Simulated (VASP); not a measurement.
**BaTiO3: single point with r2SCAN**

Crystal: BaTiO3.

```
Ba Ti O
1.0
     3.99038    0.00000    0.00000
     0.00000    3.99038    0.00000
     0.00000    0.00000    4.10266
Ba Ti O
1 1 3
Cartesian
  1.9952 1.9952 2.3900
  0.0000 0.0000 0.4104
  0.0000 1.9952 0.2635
  1.9952 0.0000 0.2635
  0.0000 0.0000 2.2522
```

```
Program                : VASP 6.6.1
Task                   : single point
Functional             : r2SCAN
Potentials or basis    : VASP PAW PBE potentials, release 64 (Ba_sv, Ti_sv, O)
Cutoff                 : 660 eV
k mesh                 : 4 × 4 × 4
Occupations            : gaussian, width 0.1 eV
Spin                   : collinear spin
Starting moments       : [0.0, 1.0, 0.0, 0.0, 0.0] μB
Dipole correction      : no
Further INCAR settings : ALGO = Normal; EDIFF = 1e-06; NBANDS = 32
```

| Quantity | Value |
| --- | --- |
| Pressure | -0.1 GPa |
| Largest force | 0.088 eV/Å |
| Band gap on the k mesh | 2.17 eV (least direct gap 2.63 eV) |
| Net moment | 0.00 μB per cell |
| Valence electrons inside the program's atomic spheres | Ba 7.98; Ti 10.16; O 5.06 |

Forces on the atoms (eV/Å):
```
Ba   0.000  0.000  0.004
Ti   0.000  0.000  0.088
O    0.000  0.000 -0.020
O    0.000  0.000 -0.020
O    0.000  0.000 -0.051
```

Stress tensor (GPa, compression positive):
```
-0.15  0.00  0.00
 0.00 -0.15  0.00
 0.00  0.00  0.01
```

Levels at points of the mesh, in eV from the valence-band top:
Spin up:
```
           k point  band 16  band 17  band 18  band 19  band 20  band 21  band 22  band 23  band 24  band 25
(0.00, 0.00, 0.00)    -1.50    -1.26    -0.63    -0.46    -0.46     2.17     2.57     2.57     4.27     4.43
(0.50, 0.00, 0.00)    -1.97    -1.91    -1.71    -1.30    -1.13     2.67     3.84     3.91     4.35     6.09
(0.50, 0.50, 0.00)    -2.87    -1.98    -1.10    -1.10    -0.07     3.93     3.93     4.32     4.77     8.01
(0.00, 0.00, 0.50)    -2.06    -2.02    -1.99    -0.76    -0.76     2.31     3.84     3.84     4.27     6.30
(0.50, 0.00, 0.50)    -2.66    -1.86    -1.06    -1.02    -0.36     3.85     3.87     4.21     5.14     7.79
(0.50, 0.50, 0.50)    -2.57    -2.57    -0.28    -0.28     0.00     4.45     4.45     4.52     6.87     7.19
```
Spin down:
```tsv
k point	band 16	band 17	band 18	band 19	band 20	band 21	band 22	band 23	band 24	band 25
(0.00, 0.00, 0.00)	-1.50	-1.26	-0.63	-0.46	-0.46	2.17	2.57	2.57	4.27	4.43
(0.50, 0.00, 0.00)	-1.97	-1.91	-1.71	-1.30	-1.13	2.67	3.84	3.91	4.35	6.09
(0.50, 0.50, 0.00)	-2.87	-1.98	-1.10	-1.10	-0.07	3.93	3.93	4.32	4.77	8.01
(0.00, 0.00, 0.50)	-2.06	-2.02	-1.99	-0.76	-0.76	2.31	3.84	3.84	4.27	6.30
(0.50, 0.00, 0.50)	-2.66	-1.86	-1.06	-1.02	-0.36	3.85	3.87	4.21	5.14	7.79
(0.50, 0.50, 0.50)	-2.57	-2.57	-0.28	-0.28	0.00	4.45	4.45	4.52	6.87	7.19
```

Run time: 10 min on 1 thread of Oxide Virtual Turin-like Processor, with other jobs on the host, peak memory 0.28 GiB.

Caveat: the PAW data sets were made with another functional, which shifts forces and pressure a little; spin-orbit coupling is left out, which moves the levels of the heavy elements. A k mesh can miss the band edges.
